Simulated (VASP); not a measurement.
# SnSe2 (P-3m1) in VASP: a series of runs

Runs on SnSe2. Level: LDA. Tasks: single point, relaxation of cell and atoms.

Everything below comes from runs of VASP 6.6.1. Logs are shortened: lines on timing, memory, paths and dates and some standing lists are left out, and cuts for length are marked.

## Step 1: The cell of the first run

It takes space group P-3m1 (No. 164, trigonal). Conventional cell: a = 3.800 Å, b = 3.800 Å, c = 5.893 Å, α = 90.00°, β = 90.00°, γ = 120.00°. Within 3.6 Å of Sn (site symmetry -3m) lie 6 Se at 2.70 Å. Se (site symmetry 3m) has 3 Sn at 2.70 Å and 3 Se at 3.51 Å within 3.6 Å.

## Step 2: Single point, LDA

INCAR

```
ALGO     = Normal         # electronic algorithm
EDIFF    = 1E-6           # SCF threshold, eV
ENCUT    = 520            # plane-wave cutoff, eV
GGA      = CA             # functional
ISIF     = 2              # what is computed and relaxed
ISMEAR   = 0              # smearing method
LASPH    = T              # aspherical terms in the spheres
LCHARG   = F              # write CHGCAR
LREAL    = F              # projectors in reciprocal space
LWAVE    = F              # write WAVECAR
NBANDS   = 20             # bands
NELM     = 100            # most SCF steps
PREC     = Accurate       # precision mode
SIGMA    = 0.01           # smearing width, eV
```

KPOINTS

```
k-points
0
Gamma
  12 12 6
```

POSCAR

```
SnSe2
1.0
    3.8001065412      0.0000000000      0.0000000000
   -1.9000532706      3.2909888018      0.0000000000
    0.0000000000      0.0000000000      5.8931525881
Sn Se
1 2
Direct
    0.0000000000      0.0000000000      0.0000000000
    0.3333333333      0.6666666667      0.2676099344
    0.6666666667      0.3333333333      0.7323900656
```

Potentials or basis: VASP PAW LDA potentials, release 64 (Sn_d, Se).

On the command line:

```bash
cat potpaw_LDA.64/Sn_d/POTCAR potpaw_LDA.64/Se/POTCAR > POTCAR
mpirun -np 1 vasp_std > vasp.out
```

OUTCAR:

```text
EDIFF = 1E-6
   ENCUT = 520
   GGA = CA
   ISIF = 2
   ISMEAR = 0
   LASPH = T
   LREAL = F
   NELM = 100
   PREC = Accurate

 ion  position               nearest neighbor table
   1  0.000  0.000  0.000-   2 2.70   3 2.70   3 2.70   2 2.70   3 2.70   2 2.70
   2  0.333  0.667  0.268-   1 2.70   1 2.70   1 2.70
   3  0.667  0.333  0.732-   1 2.70   1 2.70   1 2.70

  LATTYP: Found a hexagonal cell.
 ALAT       =     3.8001065412
 C/A-ratio  =     1.5507861488

  Lattice vectors:

 A1 = (   3.8001065412,   0.0000000000,   0.0000000000)
 A2 = (  -1.9000532706,   3.2909888018,   0.0000000000)
 A3 = (   0.0000000000,   0.0000000000,   5.8931525881)

Analysis of symmetry for initial positions (statically):
=====================================================================
 Subroutine PRICEL returns:
 Original cell was already a primitive cell.

 Routine SETGRP: Setting up the symmetry group for a
 hexagonal supercell.

 Subroutine GETGRP returns: Found 12 space group operations
 (whereof 12 operations were pure point group operations)
 out of a pool of 24 trial point group operations.

The static configuration has the point symmetry D_3d.

Analysis of symmetry for dynamics (positions and initial velocities):
=====================================================================
 Subroutine PRICEL returns:
 Original cell was already a primitive cell.

 Routine SETGRP: Setting up the symmetry group for a
 hexagonal supercell.

 Subroutine GETGRP returns: Found 12 space group operations
 (whereof 12 operations were pure point group operations)
 out of a pool of 24 trial point group operations.

The dynamic configuration has the point symmetry D_3d.

 Subroutine INISYM returns: Found 12 space group operations
 (whereof 12 operations are pure point group operations),
 and found     1 'primitive' translations

----------------------------------------------------------------------------------------

                                     Primitive cell

  volume of cell :      73.7004

  direct lattice vectors                    reciprocal lattice vectors
     3.800106541  0.000000000  0.000000000     0.263150517  0.151930022  0.000000000
    -1.900053271  3.290988802  0.000000000     0.000000000  0.303860043  0.000000000
     0.000000000  0.000000000  5.893152588     0.000000000  0.000000000  0.169688462

  length of vectors
     3.800106541  3.800106541  5.893152588     0.303860043  0.303860043  0.169688462

  position of ions in fractional coordinates (direct lattice)
     0.000000000  0.000000000  0.000000000
     0.333333333  0.666666667  0.267609934
     0.666666667  0.333333333  0.732390066

  ion indices of the primitive-cell ions
   primitive index   ion index
                 1           1
                 2           2
                 3           3

----------------------------------------------------------------------------------------

 KPOINTS: k-points

Automatic generation of k-mesh.
 Grid dimensions read from file:
 generate k-points for:   12   12    6

 Generating k-lattice:

  Cartesian coordinates                     Fractional coordinates (reciprocal lattice)
     0.021929210  0.012660835  0.000000000     0.083333333 -0.000000000  0.000000000
     0.000000000  0.025321670  0.000000000     0.000000000  0.083333333  0.000000000
     0.000000000  0.000000000  0.028281410     0.000000000  0.000000000  0.166666667

  Length of vectors
     0.025321670  0.025321670  0.028281410

  Shift w.r.t. Gamma in fractional coordinates (k-lattice)
     0.000000000  0.000000000  0.000000000

 Subroutine IBZKPT returns following result:
 ===========================================

 Found    100 irreducible k-points:

 Following reciprocal coordinates:
            Coordinates               Weight
  0.000000  0.000000  0.000000      1.000000
  0.083333  0.000000  0.000000      6.000000
  0.166667 -0.000000  0.000000      6.000000
  0.250000  0.000000  0.000000      6.000000
  0.333333  0.000000  0.000000      6.000000
  0.416667 -0.000000  0.000000      6.000000
[... 16 lines left out ...]
  0.166667 -0.000000  0.166667      6.000000
  0.000000  0.166667  0.166667      6.000000
 [... further k-points ...]
   k-points           NKPTS =    100   k-points in BZ     NKDIM =    100   number of bands    NBANDS=     20
   number of dos      NEDOS =    301   number of ions     NIONS =      3
   total plane-waves  NPLWV =  37632
   dimension x,y,z NGX =    28 NGY =   28 NGZ =   48
   dimension x,y,z NGXF=    56 NGYF=   56 NGZF=   96
   ions per type =               1   2
   NGX,Y,Z   is equivalent  to a cutoff of  12.25, 12.25, 13.54 a.u.
   NGXF,Y,Z  is equivalent  to a cutoff of  24.50, 24.50, 27.08 a.u.
 SYSTEM =  unknown system
   PREC   = accura    normal or accurate (medium, high low for compatibility)
   ISTART =      0    job   : 0-new  1-cont  2-samecut
   ICHARG =      2    charge: 1-file 2-atom 10-const
   ISPIN  =      1    spin polarized calculation?
[... 29 lines left out ...]
   LRPA    =     F    only Hartree local field effects (RPA)
 non-spin polarized calculation
 Gauss-broadening in eV      SIGMA  =   0.01
  energy-cutoff  :      520.00
  volume of cell :       73.70
 maximum number of plane-waves:      2002
   NGX = 15   NGY = 15   NGZ = 21

 number of electron      25.9999995 magnetization

 Free energy of the ion-electron system (eV)
  ---------------------------------------------------
  ext. energy  EPLUGINS =         0.00000000
  ---------------------------------------------------
  free energy    TOTEN  =       -13.79444359 eV

  energy without entropy =      -13.79444359  energy(sigma->0) =      -13.79444359

 E-fermi :   4.9839     XC(G=0): -10.0632

 val. band max:        4.8954943035   @ k =   0.0833   0.0833   0.0000
 cond. band min:       5.0725609475   @ k =   0.0000   0.4167   0.3333
 fundamental gap:      0.1770666440
 Fermi energy:         4.9839005679

 k-point     1 :       0.0000    0.0000    0.0000
  band No.  band energies     occupation
      1     -16.5467      2.00000
      2     -16.5467      2.00000
      3     -16.5043      2.00000
      4     -16.4913      2.00000
      5     -16.4913      2.00000
      6      -9.4284      2.00000
[... 12 lines left out ...]
     19      13.7313      0.00000
     20      13.7313      0.00000

 k-point     2 :       0.0833    0.0000    0.0000
  band No.  band energies     occupation
      1     -16.5498      2.00000
      2     -16.5439      2.00000
      3     -16.5022      2.00000
      4     -16.4931      2.00000
      5     -16.4910      2.00000
      6      -9.3584      2.00000
[... 12 lines left out ...]
     19      12.9942      0.00000
     20      13.7632      0.00000

 k-point     3 :       0.1667   -0.0000    0.0000
  band No.  band energies     occupation
      1     -16.5594      2.00000
      2     -16.5372      2.00000
      3     -16.5000      2.00000
      4     -16.4941      2.00000
      5     -16.4894      2.00000
      6      -9.1526      2.00000
[... 12 lines left out ...]
     19      12.5973      0.00000
     20      13.8138      0.00000

 k-point     4 :       0.2500    0.0000    0.0000
  band No.  band energies     occupation
      1     -16.5737      2.00000
      2     -16.5300      2.00000
      3     -16.5054      2.00000
      4     -16.4856      2.00000
      5     -16.4851      2.00000
      6      -8.8260      2.00000
[... 12 lines left out ...]
     19      12.6955      0.00000
     20      14.2447      0.00000

 k-point     5 :       0.3333    0.0000    0.0000
  band No.  band energies     occupation
      1     -16.5887      2.00000
      2     -16.5257      2.00000
      3     -16.5109      2.00000
      4     -16.4778      2.00000
      5     -16.4763      2.00000
      6      -8.4132      2.00000
[... 12 lines left out ...]
     19      13.5531      0.00000
     20      14.9196      0.00000
[... 353 lines left out ...]
      6      -9.2946      2.00000
[... 12 lines left out ...]
     19      13.0555      0.00000
     20      13.7625      0.00000

 k-point    22 :       0.0000    0.0833    0.1667
  band No.  band energies     occupation
      1     -16.5498      2.00000
      2     -16.5439      2.00000
      3     -16.5022      2.00000
      4     -16.4932      2.00000
      5     -16.4910      2.00000
      6      -9.2945      2.00000
[... 12 lines left out ...]
     19      12.9431      0.00000
     20      13.3128      0.00000

 k-point    23 :       0.1667   -0.0000    0.1667
  band No.  band energies     occupation
      1     -16.5594      2.00000
      2     -16.5372      2.00000
      3     -16.4999      2.00000
      4     -16.4941      2.00000
      5     -16.4894      2.00000
      6      -9.0903      2.00000
[... 12 lines left out ...]
     19      13.0484      0.00000
     20      13.5268      0.00000

 k-point    24 :       0.0000    0.1667    0.1667
  band No.  band energies     occupation
      1     -16.5594      2.00000
      2     -16.5372      2.00000
      3     -16.5000      2.00000
      4     -16.4940      2.00000
      5     -16.4894      2.00000
      6      -9.0897      2.00000
[... 12 lines left out ...]
     19      12.4473      0.00000
     20      13.4337      0.00000

 [... further k-points ...]
[... 5 lines left out ...]
  --------------------------------------------------------------------------------------
  -------------------------------------------------------------------------------------
  Total        0.0836725      0.0836725      0.0878969      0.0000000     -0.0000000      0.0000000
  in kB        1.8189609      1.8189609      1.9107950      0.0000000     -0.0000000      0.0000000
  external PRESSURE =       1.8495722 kB  Pullay stress =       0.0000000 kB

 VOLUME and BASIS-vectors are now :
 -----------------------------------------------------------------------------
  energy-cutoff  :      520.00
  volume of cell :       73.70
      direct lattice vectors                 reciprocal lattice vectors
     3.800106541  0.000000000  0.000000000     0.263150517  0.151930022  0.000000000
    -1.900053271  3.290988802  0.000000000     0.000000000  0.303860043  0.000000000
     0.000000000  0.000000000  5.893152588     0.000000000  0.000000000  0.169688462

 POSITION                                       TOTAL-FORCE (eV/Angst)
 -----------------------------------------------------------------------------------
      0.00000      0.00000      0.00000        -0.000000      0.000000     -0.000000
     -0.00000      2.19399      1.57707         0.000000      0.000000      0.022989
      1.90005      1.09700      4.31609        -0.000000     -0.000000     -0.022989
 -----------------------------------------------------------------------------------
    total drift:                                0.000000      0.000000     -0.000000

  FREE ENERGIE OF THE ION-ELECTRON SYSTEM (eV)
  ---------------------------------------------------
  free  energy   TOTEN  =       -13.7944435901 eV

  energy  without entropy=      -13.7944435901  energy(sigma->0) =      -13.79444359
```

It took 53 s on 1 thread of AMD EPYC 9R45 (Zen 5), shared host; peak memory 0.23 GiB.

Results:

```yaml
Free_energy: -13.7944 eV
Pressure: 0.2 GPa
Largest_force: 0.023 eV/Å
Band_gap_on_the_k_mesh: 0.18 eV (least direct gap 0.70 eV)
```

Forces on the atoms (eV/Å):
```
Sn   0.000  0.000  0.000
Se   0.000  0.000  0.023
Se   0.000  0.000 -0.023
```

Levels at points of the mesh, in eV from the valence-band top:
| k point | band 10 | band 11 | band 12 | band 13 | band 14 | band 15 | band 16 | band 17 |
| --- | --- | --- | --- | --- | --- | --- | --- | --- |
| (0.00, 0.00, 0.00) | -0.86 | -0.69 | -0.69 | -0.14 | 0.56 | 2.70 | 4.36 | 4.36 |
| (0.50, 0.00, 0.00) | -3.55 | -2.92 | -1.96 | -0.46 | 1.03 | 3.29 | 4.71 | 4.72 |
| (0.00, 0.00, 0.50) | -1.05 | -1.05 | -0.38 | -0.38 | 2.39 | 2.57 | 3.91 | 3.91 |
| (0.50, 0.00, 0.50) | -2.59 | -2.20 | -1.30 | -1.18 | 0.52 | 3.66 | 4.33 | 5.57 |

Caveat: semilocal functionals underestimate gaps, and a narrow one can read as zero; spin-orbit coupling is left out, which moves the levels of the heavy elements. A k mesh can miss the band edges.

## Step 3: Relaxation of cell and atoms, LDA

This run uses another cell than the first one, of 25.73 Å³/atom.

INCAR

```
PREC     = Accurate       # precision mode
ENCUT    = 600            # plane-wave cutoff, eV
EDIFF    = 1E-7           # SCF threshold, eV
ISMEAR   = 0              # smearing method
SIGMA    = 0.02           # smearing width, eV
LREAL    = False          # projectors in reciprocal space
LASPH    = True           # aspherical terms in the spheres
NELM     = 80             # most SCF steps
ALGO     = Normal         # electronic algorithm
ISIF     = 3              # what is computed and relaxed
LWAVE    = False          # write WAVECAR
LCHARG   = False          # write CHGCAR
GGA      = CA             # functional
IBRION   = 2              # ionic algorithm
NSW      = 100            # ionic steps
EDIFFG   = -0.002         # ionic threshold
```

KPOINTS

```
Automatic mesh
0
Gamma
  9 9 6
```

POSCAR

```
SnSe2
1.0
    3.8110000000      0.0000000000      0.0000000000
   -1.9055000000      3.3004228138      0.0000000000
    0.0000000000      0.0000000000      6.1360000000
Sn Se
1 2
Direct
    0.0000000000      0.0000000000      0.0000000000
    0.3333333333      0.6666666667      0.2490000000
    0.6666666667      0.3333333333      0.7510000000
```

Potentials or basis: VASP PAW LDA potentials, release 64 (Sn_d, Se).

On the command line:

```bash
cat potpaw_LDA.64/Sn_d/POTCAR potpaw_LDA.64/Se/POTCAR > POTCAR
mpirun -np 1 vasp_std > vasp.out
```

Run time: 11 min. Hardware: 1 thread of AMD EPYC 9R45 (Zen 5), shared host; peak memory 0.23 GiB.

Results (log left out):

* Free energy: -13.7937 eV
* Relaxed volume: 24.63 Å³/atom
* Relaxed cell: a = 3.804 Å, b = 3.804 Å, c = 5.898 Å, α = 90.00°, β = 90.00°, γ = 120.00°
* Space group after relaxing (to 0.1 Å): P-3m1 (No. 164)
* Energy gained by relaxing: 12.5 meV/atom
* Ionic steps: 29
* Pressure after relaxing: 0.0 GPa
* Band gap on the k mesh: 0.21 eV (least direct gap 0.68 eV)

Step by step:
```tsv
step	energy change (eV)	largest force (eV/Å)	pressure (GPa)	volume (Å³)
1	0.0000	0.5069	0.98	77.18
2	-0.0129	0.0125	-1.46	78.95
3	-0.0152	0.1287	-0.81	78.44
4	-0.0217	0.0885	-0.34	77.44
5	-0.0227	0.0662	-0.09	76.90
6	-0.0248	0.0861	0.03	76.55
7	-0.0295	0.1461	0.43	75.48
8	-0.0296	0.2635	1.41	73.34
9	-0.0312	0.2153	0.96	74.30
10	-0.0319	0.2052	0.90	74.27
11	-0.0337	0.1754	0.73	74.19
12	-0.0361	0.1175	0.43	74.03
13	-0.0367	0.0078	-0.13	73.69
14	-0.0371	0.0505	0.09	73.82
15	-0.0373	0.0423	0.06	73.87
16	-0.0376	0.0170	-0.03	73.99
17	-0.0373	0.0333	-0.21	74.23
18	-0.0376	0.0031	-0.09	74.06
19	-0.0376	0.0059	-0.04	74.01
20	-0.0376	0.0081	0.00	73.97
21	-0.0376	0.0061	0.00	73.97
22	-0.0377	0.0012	-0.01	73.96
23	-0.0377	0.0015	0.00	73.95
24	-0.0377	0.0022	0.01	73.92
25	-0.0377	0.0016	0.00	73.92
26	-0.0376	0.0001	-0.01	73.92
27	-0.0376	0.0036	-0.03	73.91
28	-0.0376	0.0013	-0.02	73.92
29	-0.0376	0.0005	-0.01	73.90
```

Final structure:
```xyz
3
Lattice="3.8038 0.0000 0.0000 -1.9019 3.2942 0.0000 0.0000 0.0000 5.8979" Properties=species:S:1:pos:R:3 pbc="T T T"
Sn    0.0000    0.0000    0.0000
Se    0.0000    2.1961    1.5783
Se    1.9019    1.0981    4.3196
```

Levels at points of the mesh, in eV from the valence-band top:
```tsv
k point	band 9	band 10	band 11	band 12	band 13	band 14	band 15	band 16	band 17
(0.00, 0.00, 0.00)	-0.82	-0.82	-0.65	-0.65	-0.10	0.58	2.73	4.39	4.39
(0.00, 0.00, 0.50)	-2.70	-1.01	-1.01	-0.34	-0.34	2.41	2.60	3.94	3.94
```

Caveat: semilocal functionals underestimate gaps, and a narrow one can read as zero; spin-orbit coupling is left out, which moves the levels of the heavy elements. Zero-point motion and thermal expansion aren't in these numbers.

## Step 4: Relaxation of cell and atoms, LDA

INCAR

```
SYSTEM = SnSe2
PREC = Accurate
ENCUT = 600
EDIFF = 1E-7
ISMEAR = 0
SIGMA = 0.01
LREAL = .False.
LASPH = .True.
NELM = 100
ALGO = Normal
ISIF = 3
LWAVE = .False.
LCHARG = .False.
GGA = CA
IBRION = 2
NSW = 100
EDIFFG = -0.002
```

KPOINTS

```
Automatic mesh
0
Gamma
  12 12 6
  0 0 0
```

POSCAR

```
SnSe2
1.0
    3.8005086736      0.0000000000      0.0000000000
   -1.9002543368      3.2913370586      0.0000000000
    0.0000000000      0.0000000000      5.8952979277
Sn Se
1 2
Direct
    0.0000000000      0.0000000000      0.0000000000
    0.3333333333      0.6666666667      0.2674379574
    0.6666666667      0.3333333333      0.7325620426
```

On the command line:

```bash
cat potpaw_LDA.64/Sn_d/POTCAR potpaw_LDA.64/Se/POTCAR > POTCAR
mpirun -np 1 vasp_std > vasp.out
```

Wall time 4.1 min (1 thread of AMD EPYC 9R45 (Zen 5), shared host); peak memory 0.26 GiB.

The run converged. Its results:

```
Free energy                           : -13.7946 eV
Relaxed volume                        : 24.63 Å³/atom
Relaxed cell                          : a = 3.803 Å, b = 3.803 Å, c = 5.899 Å, α = 90.00°, β = 90.00°, γ = 120.00°
Space group after relaxing (to 0.1 Å) : P-3m1 (No. 164)
Energy gained by relaxing             : 0.0 meV/atom
Ionic steps                           : 11
Pressure after relaxing               : 0.0 GPa
Band gap on the k mesh                : 0.18 eV (least direct gap 0.69 eV)
```

The path:
```
step  energy change (eV)  largest force (eV/Å)  pressure (GPa)  volume (Å³)
   1              0.0000                0.0270            0.18        73.74
   2             -0.0001                0.0187           -0.16        74.04
   3             -0.0001                0.0001           -0.02        73.92
   4             -0.0001                0.0022            0.00        73.90
   5             -0.0001                0.0017           -0.01        73.90
   6             -0.0001                0.0028            0.01        73.89
   7             -0.0001                0.0027            0.01        73.89
   8             -0.0001                0.0026            0.00        73.89
   9             -0.0001                0.0029           -0.01        73.89
  10             -0.0001                0.0027            0.00        73.89
  11             -0.0001                0.0020            0.00        73.89
```

Final structure:
```
CELL_PARAMETERS angstrom
3.80301 0.00000 0.00000
-1.90151 3.29350 0.00000
0.00000 0.00000 5.89928
ATOMIC_POSITIONS crystal
Sn 0.00000 0.00000 0.00000
Se 0.33333 0.66667 0.26760
Se 0.66667 0.33333 0.73240
```

Levels at points of the mesh, in eV from the valence-band top:
```tsv
k point	band 10	band 11	band 12	band 13	band 14	band 15	band 16	band 17
(0.00, 0.00, 0.00)	-0.85	-0.68	-0.68	-0.14	0.55	2.70	4.36	4.36
(0.50, 0.00, 0.00)	-3.53	-2.91	-1.96	-0.45	1.03	3.29	4.71	4.72
(0.00, 0.00, 0.50)	-1.04	-1.04	-0.37	-0.37	2.38	2.57	3.91	3.91
(0.50, 0.00, 0.50)	-2.58	-2.19	-1.30	-1.17	0.51	3.66	4.33	5.58
```

Caveat: semilocal functionals underestimate gaps, and a narrow one can read as zero; spin-orbit coupling is left out, which moves the levels of the heavy elements. A k mesh can miss the band edges.

## Step 5: Overview

```csv
task,cell,k mesh,cutoff (eV),smearing,gap on the mesh (eV),pressure (GPa),relaxed volume (Å³/atom)
single point,"a = 3.800, b = 3.800, c = 5.893 Å, angles 90.0, 90.0, 120.0°, 3 atoms, atomic positions A",12 × 12 × 6,520,gaussian 0.01 eV,0.18,0.2,-
relaxation of cell and atoms,"relaxed from a = 3.811, b = 3.811, c = 6.136 Å, angles 90.0, 90.0, 120.0°, 3 atoms, atomic positions B",9 × 9 × 6,600,gaussian 0.02 eV,0.21,0.0,24.63
relaxation of cell and atoms,"relaxed from a = 3.801, b = 3.801, c = 5.895 Å, angles 90.0, 90.0, 120.0°, 3 atoms, atomic positions C",12 × 12 × 6,600,gaussian 0.01 eV,0.18,0.0,24.63
```

Alike in all rows: level LDA; potentials or basis VASP PAW LDA potentials, release 64 (Sn_d, Se); no spin polarisation.

Caveats: semilocal functionals underestimate gaps, and a narrow one can read as zero; spin-orbit coupling is left out, which moves the levels of the heavy elements.

Absolute energies hang on the potentials; compare differences alone.
